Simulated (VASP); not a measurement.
A run of VASP 6.6.1 is set up as follows.

INCAR

```
SYSTEM = SnSe
PREC = Accurate
ENCUT = 520
EDIFF = 1E-6
ISMEAR = 0
SIGMA = 0.01
LREAL = .FALSE.
LASPH = .TRUE.
NELM = 100
ALGO = Normal
ISIF = 2
LWAVE = .FALSE.
LCHARG = .FALSE.
GGA = PE
NBANDS = 28
```

The input KPOINTS:

```
regular mesh
0
G
  6 6 4
  0 0 0
```

Contents of POSCAR:

```
SnSe
1.0
    5.0007159406      0.0000000000      0.0000000000
   -2.5003579703      4.3307470417      0.0000000000
    0.0000000000      0.0000000000      6.0841768032
Sn Se
2 2
Direct
    0.3333333333      0.6666666667     -0.0420214511
    0.6666666667      0.3333333333      0.4579785489
    0.3333333333      0.6666666667      0.4170214511
    0.6666666667      0.3333333333      0.9170214511
```

Potentials or basis: VASP PAW PBE potentials, release 64 (Sn_d, Se).

Run with:

```bash
$ cat potpaw_PBE.64/Sn_d/POTCAR potpaw_PBE.64/Se/POTCAR > POTCAR
$ mpirun -np 1 vasp_std > vasp.out
```

Question: Estimate the band gap on the k mesh.

Answer: 0.71 eV.

Question: What does it give for the pressure?

Answer: 2.5 GPa.

Question: What does it give for the largest force?

Answer: 0.145 eV/Å.

Stress tensor (GPa, compression positive):
```
2.47 0.00 0.00
0.00 2.47 0.00
0.00 0.00 2.70
```

Caveat: spin-orbit coupling is left out, which moves the levels of the heavy elements. A k mesh can miss the band edges.
